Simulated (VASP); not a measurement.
## TaSn11O24 (a cell with a defect): single point with PBE

Crystal: TaSn11O24 (a cell with a defect).

```
CELL_PARAMETERS angstrom
4.76482 4.76482 0.00000
-4.76482 4.76482 0.00000
0.00000 0.00000 9.62250
ATOMIC_POSITIONS crystal
Ta 0.50000 0.00000 0.16667
Sn 0.50000 0.00000 0.50117
Sn 0.50000 0.00000 0.83216
Sn 0.00000 0.50000 0.16667
Sn 0.00000 0.50000 0.49974
Sn 0.00000 0.50000 0.83359
Sn 0.00000 0.00000 0.00058
Sn 0.00000 0.00000 0.33276
Sn 0.00000 0.00000 0.66667
Sn 0.50000 0.50000 0.99970
Sn 0.50000 0.50000 0.33363
Sn 0.50000 0.50000 0.66667
O 0.50000 0.29910 0.16667
O 0.50000 0.30406 0.49866
O 0.50000 0.30406 0.83467
O 0.00000 0.80599 0.16667
O 0.00000 0.80660 0.49844
O 0.00000 0.80660 0.83490
O 0.50000 0.70090 0.16667
O 0.50000 0.69594 0.49866
O 0.50000 0.69594 0.83467
O 0.00000 0.19401 0.16667
O 0.00000 0.19340 0.49844
O 0.00000 0.19340 0.83490
O 0.31026 0.00000 0.00788
O 0.31026 0.00000 0.32546
O 0.30541 0.00000 0.66667
O 0.80451 0.50000 0.00085
O 0.80451 0.50000 0.33249
O 0.80531 0.50000 0.66667
O 0.68974 0.00000 0.00788
O 0.68974 0.00000 0.32546
O 0.69459 0.00000 0.66667
O 0.19549 0.50000 0.00085
O 0.19549 0.50000 0.33249
O 0.19469 0.50000 0.66667
```

```yaml
Program: VASP 6.6.1
Task: single point
Functional: PBE
Potentials_or_basis: VASP PAW PBE potentials, release 64 (Ta_pv, Sn_d, O)
Cutoff: 520 eV
k_mesh: 3 × 3 × 2
Occupations: fermi-dirac, width 0.01 eV
Spin: no spin polarisation
```

| Property | Result |
| --- | --- |
| Largest force | 0.029 eV/Å |

Forces in eV/Å, atoms in the order of the input:
```
Ta   0.000  0.000  0.000
Sn   0.000  0.000  0.001
Sn   0.000  0.000 -0.001
Sn   0.000  0.000  0.000
Sn   0.000  0.000 -0.002
Sn   0.000  0.000  0.002
Sn   0.000  0.000 -0.001
Sn   0.000  0.000  0.001
Sn   0.000  0.000  0.000
Sn   0.000  0.000 -0.012
Sn   0.000  0.000  0.012
Sn   0.000  0.000  0.000
O   -0.018  0.018  0.000
O    0.009 -0.009  0.010
O    0.009 -0.009 -0.010
O    0.010 -0.010  0.000
O    0.005 -0.005 -0.007
O    0.005 -0.005  0.007
O    0.018 -0.018  0.000
O   -0.009  0.009  0.010
O   -0.009  0.009 -0.010
O   -0.010  0.010  0.000
O   -0.005  0.005 -0.007
O   -0.005  0.005  0.007
O   -0.012 -0.012 -0.012
O   -0.012 -0.012  0.012
O   -0.020 -0.020  0.000
O   -0.010 -0.010  0.016
O   -0.010 -0.010 -0.016
O   -0.001 -0.001  0.000
O    0.012  0.012 -0.012
O    0.012  0.012  0.012
O    0.020  0.020  0.000
O    0.010  0.010  0.016
O    0.010  0.010 -0.016
O    0.001  0.001  0.000
```

Levels at points of the mesh, in eV from the Fermi level:
| k point | band 151 | band 152 | band 153 | band 154 | band 155 | band 156 | band 157 | band 158 |
| --- | --- | --- | --- | --- | --- | --- | --- | --- |
| (0.00, 0.00, 0.00) | -0.96 | -0.96 | -0.94 | -0.23 | 1.06 | 2.39 | 3.89 | 3.93 |
| (0.00, 0.00, 0.50) | -0.96 | -0.94 | -0.47 | -0.42 | 2.27 | 2.49 | 2.64 | 3.88 |

It took 9 min on 1 thread of AMD EPYC 9R45 (Zen 5), on a shared host, peak memory 0.63 GiB.

Caveat: the cell carries a net charge on a neutralising background, which shifts energy and pressure; the cell is charged against a uniform background, so pressure and absolute levels hang on convention; spin-orbit coupling is left out, which moves the levels of the heavy elements.
